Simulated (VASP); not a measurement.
# Ba (P6_3/mmc) in VASP: further runs, part 2 of 2

VASP 6.6.1. The steps go on from the part before.

## (5) Single point, PBEsol (volume scaled by 1.12)

INCAR reads:

```
PREC = Accurate
ENCUT = 520
EDIFF = 1E-7
ISMEAR = -1
SIGMA = 0.1
LREAL = F
LASPH = T
NELM = 80
ALGO = Normal
ISIF = 2
LWAVE = F
LCHARG = F
GGA = PS
NBANDS = 17
```

KPOINTS reads:

```
regular mesh
0
Gamma
  10 10 5
```

POSCAR reads:

```
Ba
1.0
    4.5074839156      0.0000000000      0.0000000000
   -2.2537419578      3.9035955781      0.0000000000
    0.0000000000      0.0000000000      7.3746010182
Ba
2
Direct
    0.3333333333      0.6666666667      0.2500000000
    0.6666666667      0.3333333333      0.7500000000
```

Potentials or basis: VASP PAW PBE potentials, release 64 (Ba_sv).

Run with:

```
> cat potpaw_PBE.64/Ba_sv/POTCAR > POTCAR
> mpirun -np 1 vasp_std > vasp.out
```

OUTCAR:

```text
PREC = Accurate
   ENCUT = 520
   EDIFF = 1E-7
   ISMEAR = -1
   LREAL = F
   LASPH = T
   NELM = 80
   ISIF = 2
   GGA = PS

 ion  position               nearest neighbor table
   1  0.333  0.667  0.250-   2 4.51   2 4.51   2 4.51   2 4.51   2 4.51   2 4.51
   2  0.667  0.333  0.750-   1 4.51   1 4.51   1 4.51   1 4.51   1 4.51   1 4.51

  LATTYP: Found a hexagonal cell.
 ALAT       =     4.5074839156
 C/A-ratio  =     1.6360792753

  Lattice vectors:

 A1 = (   4.5074839156,   0.0000000000,   0.0000000000)
 A2 = (  -2.2537419578,   3.9035955781,   0.0000000000)
 A3 = (   0.0000000000,   0.0000000000,   7.3746010182)

Analysis of symmetry for initial positions (statically):
=====================================================================
 Subroutine PRICEL returns:
 Original cell was already a primitive cell.

 Routine SETGRP: Setting up the symmetry group for a
 hexagonal supercell.

 Subroutine GETGRP returns: Found 24 space group operations
 (whereof 12 operations were pure point group operations)
 out of a pool of 24 trial point group operations.

The static configuration has the point symmetry D_3d.
 The point group associated with its full space group is D_6h.

Analysis of symmetry for dynamics (positions and initial velocities):
=====================================================================
 Subroutine PRICEL returns:
 Original cell was already a primitive cell.

 Routine SETGRP: Setting up the symmetry group for a
 hexagonal supercell.

 Subroutine GETGRP returns: Found 24 space group operations
 (whereof 12 operations were pure point group operations)
 out of a pool of 24 trial point group operations.

The dynamic configuration has the point symmetry D_3d.
 The point group associated with its full space group is D_6h.

 Subroutine INISYM returns: Found 24 space group operations
 (whereof 12 operations are pure point group operations),
 and found     1 'primitive' translations

----------------------------------------------------------------------------------------

                                     Primitive cell

  volume of cell :     129.7590

  direct lattice vectors                    reciprocal lattice vectors
     4.507483916  0.000000000  0.000000000     0.221853260  0.128087039  0.000000000
    -2.253741958  3.903595578  0.000000000     0.000000000  0.256174078  0.000000000
     0.000000000  0.000000000  7.374601018     0.000000000  0.000000000  0.135600556

  length of vectors
     4.507483916  4.507483916  7.374601018     0.256174078  0.256174078  0.135600556

  position of ions in fractional coordinates (direct lattice)
     0.333333333  0.666666667  0.250000000
     0.666666667  0.333333333  0.750000000

  ion indices of the primitive-cell ions
   primitive index   ion index
                 1           1
                 2           2

----------------------------------------------------------------------------------------

 KPOINTS: regular mesh

Automatic generation of k-mesh.
 Grid dimensions read from file:
 generate k-points for:   10   10    5

 Generating k-lattice:

  Cartesian coordinates                     Fractional coordinates (reciprocal lattice)
     0.022185326  0.012808704  0.000000000     0.100000000  0.000000000  0.000000000
     0.000000000  0.025617408  0.000000000     0.000000000  0.100000000  0.000000000
     0.000000000  0.000000000  0.027120111     0.000000000  0.000000000  0.200000000

  Length of vectors
     0.025617408  0.025617408  0.027120111

  Shift w.r.t. Gamma in fractional coordinates (k-lattice)
     0.000000000  0.000000000  0.000000000

 Subroutine IBZKPT returns following result:
 ===========================================

 Found     42 irreducible k-points:

 Following reciprocal coordinates:
            Coordinates               Weight
  0.000000  0.000000  0.000000      1.000000
  0.100000  0.000000  0.000000      6.000000
  0.200000  0.000000  0.000000      6.000000
  0.300000  0.000000  0.000000      6.000000
  0.400000 -0.000000  0.000000      6.000000
  0.500000  0.000000  0.000000      3.000000
[... 16 lines left out ...]
  0.300000  0.100000  0.200000     24.000000
  0.400000  0.100000  0.200000     24.000000
 [... further k-points ...]
   k-points           NKPTS =     42   k-points in BZ     NKDIM =     42   number of bands    NBANDS=     17
   number of dos      NEDOS =    301   number of ions     NIONS =      2
   total plane-waves  NPLWV =  72576
   dimension x,y,z NGX =    36 NGY =   36 NGZ =   56
   dimension x,y,z NGXF=    72 NGYF=   72 NGZF=  112
   ions per type =               2
   NGX,Y,Z   is equivalent  to a cutoff of  13.28, 13.28, 12.62 a.u.
   NGXF,Y,Z  is equivalent  to a cutoff of  26.56, 26.56, 25.25 a.u.
 SYSTEM =  unknown system
   PREC   = accura    normal or accurate (medium, high low for compatibility)
   ISTART =      0    job   : 0-new  1-cont  2-samecut
   ICHARG =      2    charge: 1-file 2-atom 10-const
   ISPIN  =      1    spin polarized calculation?
   LNONCOLLINEAR =      F non collinear calculations
   LSORBIT =      F    spin-orbit coupling
   LASPH  =      T    aspherical Exc in radial PAW
   ENCUT  =  520.0 eV  38.22 Ry    6.18 a.u.   8.38  8.38 13.71*2*pi/ulx,y,z
   NELM   =     80;   NELMIN=  2; NELMDL= -5     # of ELM steps
   EDIFF  = 0.1E-06   stopping-criterion for ELM
   LREAL  =      F    real-space projection
   EDIFFG = 0.1E-05   stopping-criterion for IOM
   NSW    =      0    number of steps for IOM
   IBRION =     -1    ionic relax: 0-MD 1-quasi-New 2-CG
   NFREE  =      0    steps in history (QN), initial steepest desc. (CG)
   ISIF   =      2    stress and relaxation
   ISYM   =      2    0-nonsym 1-usesym 2-fastsym
   POTIM  = 0.5000    time-step for ionic-motion
   TEBEG  =    0.0;   TEEND  =   0.0 temperature during run
   PSTRESS=    0.0 pullay stress
   NELECT =      20.0000    total number of electrons
   NUPDOWN=      -1.0000    fix difference up-down
   EMIN   =  10.00;   EMAX   =-10.00  energy-range for DOS
   EFERMI =   0.00;   METHOD = LEGACY
   ISMEAR =    -1;   SIGMA  =   0.10  broadening in eV -4-tet -1-fermi 0-gaus
   EFERMI_NEDOS =   21; number of points for ismear=-14 and -15
   IALGO  =     38    algorithm
   IMIX   =      4    mixing-type and parameters
     AMIX     =   0.40;   BMIX     =  1.00
     AMIX_MAG =   1.60;   BMIX_MAG =  1.00
  volume/ion in A,a.u.               =      64.88       437.83
  Fermi-wavevector in a.u.,A,eV,Ry     =   0.877753  1.658713 10.482613  0.770450
  Thomas-Fermi vector in A             =   1.997745
   LORBIT       =      0    0 simple, 1 ext, 2 COOP (PROOUT), +10 PAW based schemes
   GGA     = PS    functional components
   LHFCALC =     F    Hartree Fock is set to
   AEXX    =    0.0000 exact exchange contribution
   IVDW    =     0    specifies the selected vdW correction
   LEPSILON=     F    determine dielectric tensor
   LRPA    =     F    only Hartree local field effects (RPA)
 non-spin polarized calculation
  energy-cutoff  :      520.00
  volume of cell :      129.76
 maximum number of plane-waves:      3544
 NGX is ok and might be reduce to    36
   NGX = 17   NGY = 17   NGZ = 27

 number of electron      19.9999999 magnetization

 Free energy of the ion-electron system (eV)
  ---------------------------------------------------
  ext. energy  EPLUGINS =         0.00000000
  ---------------------------------------------------
  free energy    TOTEN  =        -4.29475659 eV

  energy without entropy =       -4.18079556  energy(sigma->0) =       -4.23777607

 E-fermi :   1.4628     XC(G=0):  -7.4090

 val. band max:        1.4616775978   @ k =   0.4000   0.2000   0.2000
 cond. band min:       1.4683032668   @ k =   0.4000   0.2000   0.0000
 fundamental gap:      0.0066256689
 Fermi energy:         1.4627653443

 k-point     1 :       0.0000    0.0000    0.0000
  band No.  band energies     occupation
      1     -27.4409      2.00000
      2     -27.4057      2.00000
      3     -12.8138      2.00000
      4     -12.4490      2.00000
      5     -12.4490      2.00000
      6     -12.3934      2.00000
[... 9 lines left out ...]
     16       3.6000      0.00000
     17       4.1102      0.00000
[... 441 lines left out ...]
 k-point    24 :       0.4000    0.1000    0.2000
  band No.  band energies     occupation
      1     -27.4043      2.00000
      2     -27.3949      2.00000
      3     -12.7793      2.00000
      4     -12.7237      2.00000
      5     -12.5959      2.00000
      6     -12.5454      2.00000
[... 9 lines left out ...]
     16       5.0049      0.00000
     17       5.2789      0.00000

 [... further k-points ...]

------------------------ aborting loop because EDIFF is reached ----------------------------------------

  FORCE on cell =-STRESS in cart. coord.  units (eV):
  Direction    XX          YY          ZZ          XY          YZ          ZX
  --------------------------------------------------------------------------------------
  -------------------------------------------------------------------------------------
  Total       -0.6040075     -0.6040075     -0.5966192      0.0000000      0.0000000      0.0000000
  in kB       -7.4578796     -7.4578796     -7.3666541      0.0000000      0.0000000      0.0000000
  external PRESSURE =      -7.4274711 kB  Pullay stress =       0.0000000 kB

 VOLUME and BASIS-vectors are now :
 -----------------------------------------------------------------------------
  energy-cutoff  :      520.00
  volume of cell :      129.76
      direct lattice vectors                 reciprocal lattice vectors
     4.507483916  0.000000000  0.000000000     0.221853260  0.128087039  0.000000000
    -2.253741958  3.903595578  0.000000000     0.000000000  0.256174078  0.000000000
     0.000000000  0.000000000  7.374601018     0.000000000  0.000000000  0.135600556

 POSITION                                       TOTAL-FORCE (eV/Angst)
 -----------------------------------------------------------------------------------
     -0.00000      2.60240      1.84365         0.000000     -0.000000      0.000000
      2.25374      1.30120      5.53095        -0.000000      0.000000      0.000000
 -----------------------------------------------------------------------------------
    total drift:                               -0.000000      0.000000     -0.000000

  FREE ENERGIE OF THE ION-ELECTRON SYSTEM (eV)
  ---------------------------------------------------
  free  energy   TOTEN  =        -4.2947565859 eV

  energy  without entropy=       -4.1807955627  energy(sigma->0) =       -4.23777607
```

OSZICAR:

```text
N       E                     dE             d eps       ncg     rms          rms(c)
DAV:   1     0.146848349785E+03    0.14685E+03   -0.81152E+03  1428   0.948E+02
DAV:   2     0.643641020836E+01   -0.14041E+03   -0.13700E+03  2102   0.191E+02
DAV:   3    -0.393535074082E+01   -0.10372E+02   -0.10273E+02  1957   0.562E+01
DAV:   4    -0.429518913677E+01   -0.35984E+00   -0.35957E+00  2162   0.773E+00
DAV:   5    -0.429861507091E+01   -0.34259E-02   -0.34257E-02  2013   0.778E-01    0.216E+00
DAV:   6    -0.429622002625E+01    0.23950E-02   -0.53107E-03  1900   0.637E-01    0.128E+00
DAV:   7    -0.429463790630E+01    0.15821E-02   -0.97089E-03  1738   0.900E-01    0.517E-02
DAV:   8    -0.429474394489E+01   -0.10604E-03   -0.57536E-04  2366   0.106E-01    0.259E-02
DAV:   9    -0.429475404935E+01   -0.10104E-04   -0.71015E-06  1955   0.159E-02    0.104E-02
DAV:  10    -0.429475651818E+01   -0.24688E-05   -0.48582E-06  1926   0.140E-02    0.220E-03
DAV:  11    -0.429475658589E+01   -0.67711E-07   -0.49485E-07  2198   0.395E-03
   1 F= -.42947566E+01 E0= -.42377761E+01  d E =-.113961E+00
```

Run time: 25 s. Hardware: 1 thread of Intel Xeon 6975P-C (Granite Rapids), shared host; peak memory 0.27 GiB.

Results:

```yaml
Free_energy: -4.2948 eV
Pressure: -0.7 GPa
Band_gap_on_the_k_mesh: zero (band 10 reaches 1.57 eV, above the bottom of band 11 at 1.29 eV)
```

Caveat: the PAW data sets were made with another functional, which shifts forces and pressure a little; spin-orbit coupling is left out, which moves the levels of the heavy elements.

## (6) Summary

| cell | gap on the mesh (eV) | pressure (GPa) |
| --- | --- | --- |
| a = 4.340, b = 4.340, c = 7.101 Å, angles 90.0, 90.0, 120.0°, 2 atoms | none | 0.1 |
| a = 4.398, b = 4.398, c = 7.195 Å, angles 90.0, 90.0, 120.0°, 2 atoms | none | -0.2 |
| a = 4.453, b = 4.453, c = 7.286 Å, angles 90.0, 90.0, 120.0°, 2 atoms | none | -0.5 |
| a = 4.507, b = 4.507, c = 7.375 Å, angles 90.0, 90.0, 120.0°, 2 atoms | none | -0.7 |

Alike in all rows: task single point; level PBEsol; potentials or basis VASP PAW PBE potentials, release 64 (Ba_sv); no spin polarisation; k mesh 10 × 10 × 5; cutoff (eV) 520; smearing fermi-dirac 0.1 eV.

Caveats: the PAW data sets were made with another functional, which shifts forces and pressure a little; spin-orbit coupling is left out, which moves the levels of the heavy elements.

Absolute energies hang on the potentials; compare differences alone.
